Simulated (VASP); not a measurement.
# Be (Fmmm) in VASP: single point with PBE

Aim: the single point of Be with PBE.

All numbers are computed with VASP 6.6.1; they aren't measurements. Logs are shortened: lines on timing, memory, paths and dates and some standing lists are left out, and cuts for length are marked.

## 1. The cell of the first run

It takes space group Fmmm (No. 69, orthorhombic). Conventional cell: a = 2.500 Å, b = 3.536 Å, c = 21.217 Å, α = 90.00°, β = 90.00°, γ = 90.00°. Within 2.3 Å of Be (site symmetry mm2) lie 7 Be at 1.77 to 2.17 Å. Be (site symmetry mm2) has 14 Be at 2.17 to 2.50 Å within 2.9 Å. Within 2.9 Å of Be (site symmetry mm2) lie 14 Be at 2.17 to 2.50 Å.

## 2. Single point, PBE (the part above a cut slid along it)

INCAR reads:

```
SYSTEM = Be
  ALGO = Fast
  EDIFF = 1E-6
  ENCUT = 520
  GGA = PE
  ISIF = 2
  ISMEAR = 0
  ISYM = 0
  LASPH = .TRUE.
  LCHARG = .FALSE.
  LREAL = .FALSE.
  LWAVE = .FALSE.
  NBANDS = 15
  NELM = 80
  PREC = Accurate
  SIGMA = 0.15
```

KPOINTS reads:

```
k-points
0
G
  28 28 6
  0 0 0
```

POSCAR reads:

```
Be
1.0
   -1.2502160087      1.2502160087     -1.2502160087
   -1.2502160087     -1.2502160087      1.2502160087
   -1.2502160087      7.5012960522      7.5012960522
Be
6
Direct
   -0.4583250000     -0.4583250000      0.9166500000
    0.4583416667      0.4583416667      0.0833166667
   -0.1249916667     -0.1249916667      0.2499833333
    0.2916750000      0.2916750000      0.4166500000
   -0.2916583333     -0.2916583333      0.5833166667
    0.1250083333      0.1250083333      0.7499833333
```

Potentials or basis: VASP PAW PBE potentials, release 64 (Be).

Launch:

```sh
> cat potpaw_PBE.64/Be/POTCAR > POTCAR
> mpirun -np 1 vasp_std > vasp.out
```

OUTCAR:

```text
SYSTEM = Be
   EDIFF = 1E-6
   ENCUT = 520
   GGA = PE
   ISIF = 2
   ISMEAR = 0
   ISYM = 0
   LASPH = .TRUE.
   LREAL = .FALSE.
   NELM = 80
   PREC = Accurate

 ion  position               nearest neighbor table
   1  0.542  0.542  0.917-   2 1.77   6 2.17   6 2.17
   2  0.458  0.458  0.083-   1 1.77   3 2.17   3 2.17
   3  0.875  0.875  0.250-   2 2.17   2 2.17   4 2.17   4 2.17
   4  0.292  0.292  0.417-   3 2.17   5 2.17   3 2.17   5 2.17
   5  0.708  0.708  0.583-   6 2.17   6 2.17   4 2.17   4 2.17
   6  0.125  0.125  0.750-   5 2.17   5 2.17   1 2.17   1 2.17

IMPORTANT INFORMATION: All symmetrisations will be switched off!
NOSYMM: (Re-)initialisation of all symmetry stuff for point group C_1.

----------------------------------------------------------------------------------------

                                     Primitive cell

  volume of cell :      46.8993

  direct lattice vectors                    reciprocal lattice vectors
    -1.250216009  1.250216009 -1.250216009    -0.399930889  0.166637870 -0.233293019
    -1.250216009 -1.250216009  1.250216009    -0.399930889 -0.233293019  0.166637870
    -1.250216009  7.501296052  7.501296052     0.000000000  0.066655148  0.066655148

  length of vectors
     2.165437648  2.165437648 10.681850261     0.492075735  0.492075735  0.094264615

  position of ions in fractional coordinates (direct lattice)
     0.541675000  0.541675000  0.916650000
     0.458341667  0.458341667  0.083316667
     0.875008333  0.875008333  0.249983333
     0.291675000  0.291675000  0.416650000
     0.708341667  0.708341667  0.583316667
     0.125008333  0.125008333  0.749983333

  ion indices of the primitive-cell ions
   primitive index   ion index
                 1           1
                 2           2
                 3           3
                 4           4
                 5           5
                 6           6

----------------------------------------------------------------------------------------

 KPOINTS: k-points

Automatic generation of k-mesh.
 Grid dimensions read from file:
 generate k-points for:   28   28    6

 Generating k-lattice:

  Cartesian coordinates                     Fractional coordinates (reciprocal lattice)
    -0.014283246  0.005951353 -0.008331894     0.035714286  0.000000000  0.000000000
    -0.014283246 -0.008331894  0.005951353     0.000000000  0.035714286  0.000000000
     0.000000000  0.011109191  0.011109191     0.000000000  0.000000000  0.166666667

  Length of vectors
     0.017574133  0.017574133  0.015710769

  Shift w.r.t. Gamma in fractional coordinates (k-lattice)
     0.000000000  0.000000000  0.000000000

 -----------------------------------------------------------------------------
|                                                                             |
|           W    W    AA    RRRRR   N    N  II  N    N   GGGG   !!!           |
|           W    W   A  A   R    R  NN   N  II  NN   N  G    G  !!!           |
|           W    W  A    A  R    R  N N  N  II  N N  N  G       !!!           |
|           W WW W  AAAAAA  RRRRR   N  N N  II  N  N N  G  GGG   !            |
|           WW  WW  A    A  R   R   N   NN  II  N   NN  G    G                |
|           W    W  A    A  R    R  N    N  II  N    N   GGGG   !!!           |
|                                                                             |
|     Your reciprocal lattice and k-lattice belong to different lattice       |
|     classes:                                                                |
|                                                                             |
|        The reciprocal lattice is body-centered orthorhombic,                |
|        whereas your k-lattice is base-centered monoclinic.                  |
|                                                                             |
|     Results are often still useful ...                                      |
|                                                                             |
 -----------------------------------------------------------------------------

 WARNING: IBZKPT: internal override: KBLOWUP is changed to .FALSE.
      ... skipping the blow-up phase ...

 Subroutine IBZKPT returns following result:
 ===========================================

 Found   2356 irreducible k-points:

 Following reciprocal coordinates:
            Coordinates               Weight
  0.000000  0.000000  0.000000      1.000000
  0.035714  0.000000  0.000000      2.000000
  0.071429  0.000000  0.000000      2.000000
  0.107143  0.000000 -0.000000      2.000000
  0.142857  0.000000  0.000000      2.000000
  0.178571  0.000000  0.000000      2.000000
[... 16 lines left out ...]
  0.250000  0.035714 -0.000000      2.000000
  0.285714  0.035714  0.000000      2.000000
 [... further k-points ...]
   k-points           NKPTS =   2356   k-points in BZ     NKDIM =   2356   number of bands    NBANDS=     15
   number of dos      NEDOS =    301   number of ions     NIONS =      6
   total plane-waves  NPLWV =  20480
   dimension x,y,z NGX =    16 NGY =   16 NGZ =   80
   dimension x,y,z NGXF=    32 NGYF=   32 NGZF=  160
   ions per type =               6
   NGX,Y,Z   is equivalent  to a cutoff of  12.28, 12.28, 12.45 a.u.
   NGXF,Y,Z  is equivalent  to a cutoff of  24.57, 24.57, 24.90 a.u.
 SYSTEM =  Be
   PREC   = accura    normal or accurate (medium, high low for compatibility)
   ISTART =      0    job   : 0-new  1-cont  2-samecut
   ICHARG =      2    charge: 1-file 2-atom 10-const
   ISPIN  =      1    spin polarized calculation?
   LNONCOLLINEAR =      F non collinear calculations
   LSORBIT =      F    spin-orbit coupling
   LASPH  =      T    aspherical Exc in radial PAW
   ENCUT  =  520.0 eV  38.22 Ry    6.18 a.u.   4.03  4.03 19.86*2*pi/ulx,y,z
   NELM   =     80;   NELMIN=  2; NELMDL= -5     # of ELM steps
   EDIFF  = 0.1E-05   stopping-criterion for ELM
   LREAL  =      F    real-space projection
   EDIFFG = 0.1E-04   stopping-criterion for IOM
   NSW    =      0    number of steps for IOM
   IBRION =     -1    ionic relax: 0-MD 1-quasi-New 2-CG
   NFREE  =      0    steps in history (QN), initial steepest desc. (CG)
   ISIF   =      2    stress and relaxation
   ISYM   =      0    0-nonsym 1-usesym 2-fastsym
   POTIM  = 0.5000    time-step for ionic-motion
   TEBEG  =    0.0;   TEEND  =   0.0 temperature during run
   PSTRESS=    0.0 pullay stress
   NELECT =      12.0000    total number of electrons
   NUPDOWN=      -1.0000    fix difference up-down
   EMIN   =  10.00;   EMAX   =-10.00  energy-range for DOS
   EFERMI =   0.00;   METHOD = LEGACY
   ISMEAR =     0;   SIGMA  =   0.15  broadening in eV -4-tet -1-fermi 0-gaus
   EFERMI_NEDOS =   21; number of points for ismear=-14 and -15
   IALGO  =     68    algorithm
   IMIX   =      4    mixing-type and parameters
     AMIX     =   0.40;   BMIX     =  1.00
     AMIX_MAG =   1.60;   BMIX_MAG =  1.00
  volume/ion in A,a.u.               =       7.82        52.75
  Fermi-wavevector in a.u.,A,eV,Ry     =   1.039313  1.964017 14.696631  1.080172
  Thomas-Fermi vector in A             =   2.173838
   LORBIT       =      0    0 simple, 1 ext, 2 COOP (PROOUT), +10 PAW based schemes
   GGA     = PE    functional components
   LHFCALC =     F    Hartree Fock is set to
   AEXX    =    0.0000 exact exchange contribution
   IVDW    =     0    specifies the selected vdW correction
   LEPSILON=     F    determine dielectric tensor
   LRPA    =     F    only Hartree local field effects (RPA)
 non-spin polarized calculation
 RMM-DIIS sequential band-by-band and
 Gauss-broadening in eV      SIGMA  =   0.15
  energy-cutoff  :      520.00
  volume of cell :       46.90
 maximum number of plane-waves:      1304
   NGX =  9   NGY =  9   NGZ = 39

 number of electron      12.0000000 magnetization

 Free energy of the ion-electron system (eV)
  ---------------------------------------------------
  ext. energy  EPLUGINS =         0.00000000
  ---------------------------------------------------
  free energy    TOTEN  =       -21.00344011 eV

  energy without entropy =      -20.99298829  energy(sigma->0) =      -20.99821420

 E-fermi :   7.3094     XC(G=0): -10.6440

 val. band max:        7.3089809761   @ k =   0.3929  -0.2143   0.1667
 cond. band min:       7.3111360705   @ k =   0.3929   0.3929   0.3333
 fundamental gap:      0.0021550944
 Fermi energy:         7.3094131117

 k-point     1 :       0.0000    0.0000    0.0000
  band No.  band energies     occupation
      1      -4.3720      2.00000
      2      -3.3720      2.00000
      3      -3.1966      2.00000
      4      -0.4639      2.00000
      5      -0.4193      2.00000
      6       2.6293      2.00000
      7       8.3989      0.00000
      8      13.5396      0.00000
      9      13.8527      0.00000
     10      20.3666      0.00000
     11      20.7315      0.00000
     12      22.2004      0.00000
     13      22.8022      0.00000
     14      22.8424      0.00000
     15      22.8485      0.00000
[... 397 lines left out ...]
 k-point    24 :       0.2857    0.0357    0.0000
  band No.  band energies     occupation
      1      -1.9844      2.00000
      2      -1.2130      2.00000
      3      -0.5950      2.00000
      4       1.3423      2.00000
      5       2.5619      2.00000
      6       5.3843      2.00000
      7       7.9471      0.00000
      8      10.2995      0.00000
      9      11.9930      0.00000
     10      13.2842      0.00000
     11      13.9360      0.00000
     12      15.5560      0.00000
     13      16.3963      0.00000
     14      17.7295      0.00000
     15      18.1566      0.00000

 [... further k-points ...]

------------------------ aborting loop because EDIFF is reached ----------------------------------------

  FORCE on cell =-STRESS in cart. coord.  units (eV):
  Direction    XX          YY          ZZ          XY          YZ          ZX
  --------------------------------------------------------------------------------------
  -------------------------------------------------------------------------------------
  Total        0.4215525      2.5782259      2.5782267      0.0039361      2.3314800      0.0039378
  in kB       14.4011055     88.0775313     88.0775605      0.1344648     79.6481823      0.1345233
  external PRESSURE =      63.5187324 kB  Pullay stress =       0.0000000 kB

 VOLUME and BASIS-vectors are now :
 -----------------------------------------------------------------------------
  energy-cutoff  :      520.00
  volume of cell :       46.90
      direct lattice vectors                 reciprocal lattice vectors
    -1.250216009  1.250216009 -1.250216009    -0.399930889  0.166637870 -0.233293019
    -1.250216009 -1.250216009  1.250216009    -0.399930889 -0.233293019  0.166637870
    -1.250216009  7.501296052  7.501296052     0.000000000  0.066655148  0.066655148

 POSITION                                       TOTAL-FORCE (eV/Angst)
 -----------------------------------------------------------------------------------
     -2.50043      6.87606      6.87606        -0.000456     -2.226462     -2.226463
     -1.25022      0.62498      0.62498         0.000456      2.226462      2.226463
     -2.50043      1.87520      1.87520        -0.000016     -0.070656     -0.070657
     -1.25022      3.12542      3.12542        -0.000003     -0.007235     -0.007234
     -2.50043      4.37563      4.37563         0.000003      0.007235      0.007234
     -1.25022      5.62585      5.62585         0.000016      0.070657      0.070657
 -----------------------------------------------------------------------------------
    total drift:                               -0.000000      0.000000      0.000000

  FREE ENERGIE OF THE ION-ELECTRON SYSTEM (eV)
  ---------------------------------------------------
  free  energy   TOTEN  =       -21.0034401097 eV

  energy  without entropy=      -20.9929882919  energy(sigma->0) =      -20.99821420
```

It took 22 min on 1 thread of Oxide Virtual Turin-like, shared host; peak memory 1.1 GiB.

Results:

```yaml
Free_energy: -21.0034 eV
Pressure: 6.4 GPa
Largest_force: 3.149 eV/Å
Band_gap_on_the_k_mesh: zero (bands 6 and 7 overlap by 3.35 eV)
```

Forces in eV/Å, atoms in the order of the input:
```
Be   0.000 -2.226 -2.226
Be   0.000  2.226  2.226
Be   0.000 -0.071 -0.071
Be   0.000 -0.007 -0.007
Be   0.000  0.007  0.007
Be   0.000  0.071  0.071
```

Caveat: the cell differs from its parent crystal (the part above a cut slid along it); the stress differs along the axes, from 1 to 9 GPa; forces of over 1 eV/Å act on the atoms, so gaps and moduli don't describe the material at rest.
